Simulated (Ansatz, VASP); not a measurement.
## Two plane-wave programs on HfN

Contents of INCAR:

```
PREC     = Accurate       # precision mode
ENCUT    = 520            # plane-wave cutoff, eV
EDIFF    = 1E-6           # SCF threshold, eV
ISMEAR   = 0              # smearing method
SIGMA    = 0.1            # smearing width, eV
LREAL    = F              # projectors in reciprocal space
LASPH    = T              # aspherical terms in the spheres
NELM     = 60             # most SCF steps
ALGO     = Normal         # electronic algorithm
ISIF     = 2              # what is computed and relaxed
LWAVE    = F              # write WAVECAR
LCHARG   = F              # write CHGCAR
GGA      = PS             # functional
NBANDS   = 14             # bands
```

KPOINTS

```
regular mesh
0
Gamma
  16 16 16
```

File POSCAR:

```
HfN
1.0
    0.0000000000      2.2731582314      2.2731582314
    2.2731582314      0.0000000000      2.2731582314
    2.2731582314      2.2731582314      0.0000000000
Hf N
1 1
Direct
    0.0000000000      0.0000000000      0.0000000000
    0.5000000000      0.5000000000      0.5000000000
```

Input for Ansatz:

```yaml
crystal:
  lattice:
    - [0.0, 2.2731582135, 2.2731582135]
    - [2.2731582135, 0.0, 2.2731582135]
    - [2.2731582135, 2.2731582135, 0.0]
  atoms:
    - { symbol: Hf, position: [0.0, 0.0, 0.0] }
    - { symbol: "N", position: [0.5, 0.5, 0.5] }
basis:
  ecutwfc: 420
kpoints:
  mp_grid: { grid: [16, 16, 16] }
hamiltonian:
  xc: pbesol
scf:
  occupations: { method: gaussian, width: 0.1 }
output:
  forces: true
  stress: true
  eigenvalues: true
```

Alike in both runs: task single point; functional PBEsol; k mesh 16 × 16 × 16; occupations gaussian, width 0.1 eV; no spin polarisation.

```csv
,VASP,Ansatz
version,VASP 6.6.1,Ansatz 0.2.0
potentials or method,"VASP PAW PBE potentials, release 64 (Hf_pv, N), cutoff 520 eV","scalar-relativistic, plane waves, PAW"
valence electrons in the cell,15,31
```

Ansatz gave:

* gap on the k mesh at the Fermi level (eV): none
* pressure (GPa): -7.9

Question: Which values does VASP return?

Answer: gap on the k mesh at the Fermi level (eV): none; pressure (GPa): -10.0.

VASP's potentials were made for PBE, not for PBEsol. A gap of «none» marks a metal or a gap that the smearing closes. The functional is the same, so the differences come from potentials, cutoffs and numerics. VASP's potentials hold 15 valence electrons a cell and Ansatz's 31, so a difference there can come from the potentials and not from the codes.

Spin-orbit coupling is off throughout.
